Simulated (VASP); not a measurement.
A run of VASP 6.6.1 is set up as follows.

The input INCAR:

```
SYSTEM = BN
PREC = Accurate
ENCUT = 520
EDIFF = 1E-7
ISMEAR = 0
SIGMA = 0.05
LREAL = .FALSE.
LASPH = .TRUE.
NELM = 80
ALGO = Normal
ISIF = 2
LWAVE = .FALSE.
LCHARG = .TRUE.
GGA = PE
LELF = .TRUE.
LVHAR = .TRUE.
NBANDS = 16
```

KPOINTS

```
Automatic mesh
0
G
  12 12 6
  0 0 0
```

Contents of POSCAR:

```
BN
1.0
    2.5539396017      0.0000000000      0.0000000000
   -1.2769698009      2.2117765748      0.0000000000
    0.0000000000      0.0000000000      4.2268550000
B N
2 2
Direct
    0.6666666667      0.3333333333      0.9997240000
    0.3333333333      0.6666666667      0.4997240000
    0.6229947227      0.3013632515      0.5779594964
    0.3333333333      0.6666666667      0.1252760000
```

Potentials or basis: VASP PAW PBE potentials, release 64 (B, N).

Launch:

```sh
$ cat potpaw_PBE.64/B/POTCAR potpaw_PBE.64/N/POTCAR > POTCAR
$ mpirun -np 1 vasp_std > vasp.out
```

**Question.** What does it give for the pressure?

**Answer.** 9.2 GPa.

**Question.** Estimate the largest force.

**Answer.** 6.840 eV/Å.

**Question.** Predict the band gap on the k mesh.

**Answer.** 4.91 eV, indirect (least direct gap 6.57 eV).

Forces on the atoms (eV/Å):
```
B   -0.268 -0.279 -0.419
B   -1.592 -2.108 -2.696
N    1.931  2.471  6.079
N   -0.071 -0.084 -2.964
```

Caveat: the cell differs from its parent crystal (atom 3 (N) moved by (-0.100, -0.200) A along [1 1 0] and z); forces of over 1 eV/Å act on the atoms, so gaps and moduli don't describe the material at rest. A k mesh can miss the band edges.
